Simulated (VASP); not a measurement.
Here is a VASP 6.6.1 calculation.

The input INCAR:

```
  PREC = Accurate
  ENCUT = 520
  EDIFF = 1E-6
  ISMEAR = -1
  SIGMA = 0.1
  LREAL = F
  LASPH = T
  NELM = 100
  ALGO = Normal
  ISIF = 2
  LWAVE = F
  LCHARG = F
  GGA = RE
  NBANDS = 11
```

Contents of KPOINTS:

```
Automatic mesh
0
Gamma
  14 14 14
```

File POSCAR:

```
Hf
1.0
    0.0000000000      2.2283901287      2.2283901287
    2.2283901287      0.0000000000      2.2283901287
    2.2283901287      2.2283901287      0.0000000000
Hf
1
Direct
    0.0000000000      0.0000000000      0.0000000000
```

Potentials or basis: VASP PAW PBE potentials, release 64 (Hf_pv).

Command:

```bash
$ cat potpaw_PBE.64/Hf_pv/POTCAR > POTCAR
$ mpirun -np 1 vasp_std > vasp.out
```

Q: Estimate the pressure.

A: 3.8 GPa.

Q: Predict the band gap on the k mesh.

A: Zero (band 5 reaches 6.32 eV, above the bottom of band 6 at 4.23 eV).

Caveat: the PAW data sets were made with another functional, which shifts forces and pressure a little; spin-orbit coupling is left out, which moves the levels of the heavy elements.
